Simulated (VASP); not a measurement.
A run of VASP 6.6.1:

INCAR

```
PREC = Accurate ; ENCUT = 520
EDIFF = 1E-8 ; ISMEAR = -1
SIGMA = 0.05 ; LREAL = F
LASPH = T ; NELM = 100
ALGO = Normal ; ISIF = 2
LWAVE = F ; LCHARG = F
GGA = PS ; LEFG = T
NBANDS = 19
```

Contents of KPOINTS:

```
Automatic mesh
0
Gamma
  14 14 8
```

Contents of POSCAR:

```
Ti
1.0
    2.9499978604      0.0000000000      0.0000000000
   -1.4749989302      2.5547730882      0.0000000000
    0.0000000000      0.0000000000      4.5922800000
Ti
2
Direct
    0.3333333333      0.6666666667      0.2500000000
    0.6666666667      0.3333333333      0.7500000000
```

Potentials or basis: VASP PAW PBE potentials, release 64 (Ti_sv).

Run with:

```sh
$ cat potpaw_PBE.64/Ti_sv/POTCAR > POTCAR
$ mpirun -np 1 vasp_std > vasp.out
```

Hardware: 1 thread of Intel Xeon 8259CL, on a shared host.

Problem. How long does it take, and how much memory?

Solution. Wall time 110 s on 1 thread of Intel Xeon 8259CL, on a shared host, peak memory 0.2 GiB. Counts: scf iterations 16, k points 120.
